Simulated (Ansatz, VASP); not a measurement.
## BiTe: VASP beside Ansatz

```xyz
2
Lattice="0.0000 3.1638 3.1638 3.1638 0.0000 3.1638 3.1638 3.1638 0.0000" Properties=species:S:1:pos:R:3 pbc="T T T"
Bi    3.1638    3.1638    3.1638
Te    0.0000    0.0000    0.0000
```

Alike in both runs: task single point; functional PBE; dispersion D4; k mesh 6 × 6 × 6; occupations gaussian, width 0.05 eV; no spin polarisation.

```csv
,VASP,Ansatz
version,VASP 6.6.1,Ansatz 0.2.0
potentials or method,"VASP PAW PBE potentials, release 64 (Bi_d, Te), cutoff 520 eV","scalar-relativistic, plane waves, PAW"
valence electrons in the cell,21,31
```

```csv
,VASP,Ansatz,Ansatz less VASP
gap on the k mesh at the Fermi level (eV),none,none,-
pressure (GPa),2.2,2.2,+0.04
```

A gap of «none» marks a metal or a gap that the smearing closes. VASP's potentials hold 21 valence electrons a cell and Ansatz's 31, so a difference there can come from the potentials and not from the codes.

Spin-orbit coupling is off throughout.
